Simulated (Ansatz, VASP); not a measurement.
# IrRu2 in VASP and in Ansatz

```
CELL_PARAMETERS angstrom
2.70598 0.00000 0.00000
-1.35299 2.34345 0.00000
0.00000 0.00000 6.64164
ATOMIC_POSITIONS crystal
Ru 0.33333 0.66667 0.66168
Ru 0.66667 0.33333 0.33832
Ir 0.00000 0.00000 0.00000
```

Alike in both runs: task single point; functional PBE; k mesh 6 × 6 × 4; occupations gaussian, width 0.1 eV; no spin polarisation.

|  | VASP | Ansatz |
| --- | --- | --- |
| version | VASP 6.6.1 | Ansatz 0.2.0 |
| potentials or method | VASP PAW PBE potentials, release 64 (Ru_pv, Ir), cutoff 520 eV | scalar-relativistic, plane waves, PAW |
| valence electrons in the cell | 37 | 49 |

|  | VASP | Ansatz | Ansatz less VASP |
| --- | --- | --- | --- |
| gap on the k mesh at the Fermi level (eV) | none | none | - |
| pressure (GPa) | 1.4 | 1.3 | -0.09 |
| traceless stress, the component that is largest in VASP (GPa) | -2.03 | -1.99 | +0.031 |
| rms of the force components (eV/Å) | 0.009 | 0.019 | +0.0094 |

Atom by atom the forces differ by 0.009 eV/Å (rms over components). A gap of «none» marks a metal or a gap that the smearing closes. VASP's potentials hold 37 valence electrons a cell and Ansatz's 49, so a difference there can come from the potentials and not from the codes.

The k mesh is coarse, so the values compare programs but aren't converged. Neither program's run includes spin-orbit coupling.
